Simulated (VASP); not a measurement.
Cl:

```
Cl
1.0
     3.16583   -2.26490    0.00000
     3.16583    2.26490    0.00000
     0.00000    0.00000    8.26437
Cl
4
Direct
  0.37000 0.63000 0.40000
  0.13000 0.87000 0.90000
  0.63000 0.37000 0.60000
  0.87000 0.13000 0.10000
```

Base run:

- Program: VASP 6.6.1
- Functional: PBEsol
- Potentials or basis: VASP PAW PBE potentials, release 64 (Cl)
- Cutoff: 520 eV
- k mesh: 7 × 7 × 4
- Occupations: fermi-dirac, width 0.05 eV
- Spin: no spin polarisation

Its results: band gap on the k mesh 2.41 eV (least direct gap 2.46 eV); pressure -1.6 GPa; largest force 0.518 eV/Å.

The run is repeated on the same cell with these changes: functional from PBEsol to LDA; potentials or basis from VASP PAW PBE potentials, release 64 (Cl) to VASP PAW LDA potentials, release 64 (Cl). What comes out?

Band gap on the k mesh 2.29 eV (least direct gap 2.35 eV); pressure -3.1 GPa; largest force 0.524 eV/Å.

Caveats: an odd mesh through Γ misses points on the zone boundary, where band edges can lie; this functional lacks dispersion, which holds the molecules together, so the pressure and a relaxed volume are unreliable (at least some runs); the PAW data sets were made with another functional, which shifts forces and pressure a little (at least some runs); the cell stands under tension (at least some runs).
